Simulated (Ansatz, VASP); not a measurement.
**One calculation of AsHF, two programs**

File INCAR:

```
PREC = Accurate
ENCUT = 600
EDIFF = 1E-6
ISMEAR = 0
SIGMA = 0.1
LREAL = False
LASPH = True
NELM = 120
ALGO = Normal
ISIF = 2
LWAVE = False
LCHARG = False
GGA = PE
NBANDS = 14
GGA_COMPAT = False
```

Contents of KPOINTS:

```
Automatic mesh
0
Gamma
  4 4 8
```

The input POSCAR:

```
AsHF
1.0
    4.5820302300      0.0000000000      0.0000000000
    0.0000000000      4.5820302300      0.0000000000
    0.0000000000      0.0000000000      2.0927308900
H As F
1 1 1
Direct
    0.0000000000      0.0000000000      0.0000000000
    0.5000000000      0.5000000000      0.5000000000
    0.0000000000      0.0000000000      0.5000000000
```

Input for Ansatz:

```yaml
crystal:
  lattice:
    - [4.58203023, 0.0, 0.0]
    - [0.0, 4.58203023, 0.0]
    - [0.0, 0.0, 2.09273089]
  atoms:
    - { symbol: H, position: [0.0, 0.0, 0.0] }
    - { symbol: As, position: [0.5, 0.5, 0.5] }
    - { symbol: F, position: [0.0, 0.0, 0.5] }
basis:
  ecutwfc: 420
kpoints:
  mp_grid: { grid: [4, 4, 8] }
hamiltonian:
  xc: pbe
scf:
  occupations: { method: gaussian, width: 0.1 }
  lower_state_search: "off"
output:
  forces: true
  stress: true
  eigenvalues: true
```

Alike in both runs: task single point; functional PBE; k mesh 4 × 4 × 8; occupations gaussian, width 0.1 eV; no spin polarisation.

```csv
,VASP,Ansatz
version,VASP 6.6.1,Ansatz 0.2.0
potentials or method,"VASP PAW PBE potentials, release 64 (H, As, F), cutoff 600 eV","scalar-relativistic, plane waves, PAW"
valence electrons in the cell,13,23
```

```tsv
	VASP	Ansatz	Ansatz less VASP
gap on the k mesh at the Fermi level (eV)	none	none	-
pressure (GPa)	23.4	23.5	+0.11
traceless stress, the component that is largest in VASP (GPa)	38.41	38.33	-0.077
```

A gap of «none» marks a metal or a gap that the smearing closes. The functional is the same, so the differences come from potentials, cutoffs and numerics. VASP's potentials hold 13 valence electrons a cell and Ansatz's 23, so a difference there can come from the potentials and not from the codes.

The k mesh is coarse, so the values compare programs but aren't converged.
